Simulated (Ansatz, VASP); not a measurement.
**Bi2TeO3 in VASP and in Ansatz**

```
Bi Te O
1.0
     4.42558    0.00000    0.00000
     0.00000    4.42558    0.00000
     0.00000    0.00000    5.95387
Bi Te O
2 1 3
Direct
  0.50000 0.50000 0.50000
  0.00000 0.00000 0.50000
  0.50000 0.50000 0.00000
  0.00000 0.00000 0.00000
  0.00000 0.50000 0.00000
  0.50000 0.00000 0.00000
```

Alike in both runs: functional PBE; k mesh 8 × 8 × 6; occupations gaussian, width 0.1 eV; no spin polarisation.

Ansatz relaxed the structure, and its values are those at the end. VASP's run is a single point on that final structure, the one shown.

```csv
,VASP,Ansatz
version,VASP 6.6.1,Ansatz 0.2.0
potentials or method,"VASP PAW PBE potentials, release 64 (Bi_d, Te, O), cutoff 520 eV","scalar-relativistic, plane waves, PAW"
valence electrons in the cell,54,64
```

```csv
,VASP,Ansatz,Ansatz less VASP
gap on the k mesh at the Fermi level (eV),none,none,-
pressure (GPa),-0.3,0.0,+0.25
```

A gap of «none» marks a metal or a gap that the smearing closes. With one functional, cell and mesh, what is left measures potentials, basis and numerics. VASP's potentials hold 54 valence electrons a cell and Ansatz's 64, so a difference there can come from the potentials and not from the codes.

Spin-orbit coupling is off throughout.
